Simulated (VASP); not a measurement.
A run of VASP 6.6.1 is set up as follows.

Contents of INCAR:

```
PREC = Accurate
ENCUT = 520
EDIFF = 1E-8
ISMEAR = -1
SIGMA = 0.05
LREAL = False
LASPH = True
NELM = 60
ALGO = Normal
ISIF = 2
LWAVE = False
LCHARG = False
GGA = PE
LEFG = True
NBANDS = 16
```

File KPOINTS:

```
Automatic mesh
0
Gamma
  10 10 10
```

The input POSCAR:

```
Ir
1.0
    0.0000000000      2.6272165707      2.6272165707
    2.6272165707      0.0000000000      2.6272165707
    2.6272165707      2.6272165707      0.0000000000
Ir
2
Direct
   -0.1250000000     -0.1250000000     -0.1250000000
    0.1250000000      0.1250000000      0.1250000000
```

Potentials or basis: VASP PAW PBE potentials, release 64 (Ir).

The run is started by

```sh
$ cat potpaw_PBE.64/Ir/POTCAR > POTCAR
$ mpirun -np 1 vasp_std > vasp.out
```

Problem. What does it give for the band gap on the k mesh?

Solution. Zero (band 9 reaches 8.78 eV, above the bottom of band 10 at 6.68 eV).

Problem. Predict the pressure.

Solution. 47.3 GPa.

Caveat: without QUAD_EFG the Cq values of the log hold for a quadrupole moment of 1 mb, not for the nuclei; spin-orbit coupling is left out, which moves the levels of the heavy elements.
